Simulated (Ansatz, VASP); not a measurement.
Two plane-wave programs on Sn3Se

```
Sn Se
1.0
     0.00000    3.68268    3.68268
     3.68268    0.00000    3.68268
     3.68268    3.68268    0.00000
Sn Se
3 1
Direct
  0.50000 0.50000 0.50000
  0.75000 0.75000 0.75000
  0.25000 0.25000 0.25000
  0.00000 0.00000 0.00000
```

Alike in both runs: task single point; functional r2SCAN; k mesh 6 × 6 × 6; occupations fermi-dirac, width 0.05 eV; no spin polarisation.

|  | VASP | Ansatz |
| --- | --- | --- |
| version | VASP 6.6.1 | Ansatz 0.2.0 |
| potentials or method | VASP PAW PBE potentials, release 64 (Sn_d, Se) | Ansatz PAW |
| plane-wave cutoff (eV) | 520 | 500 |
| valence electrons in the cell | 48 | 58 |

```tsv
	VASP	Ansatz	Ansatz less VASP
gap on the k mesh at the Fermi level (eV)	none	none	-
pressure (GPa)	0.9	0.9	0.00
```

VASP's potentials were made for PBE, not for r2SCAN. A gap of «none» marks a metal or a gap that the smearing closes. The functional is the same, so the differences come from potentials, cutoffs and numerics. VASP's potentials hold 48 valence electrons a cell and Ansatz's 58, so a difference there can come from the potentials and not from the codes.
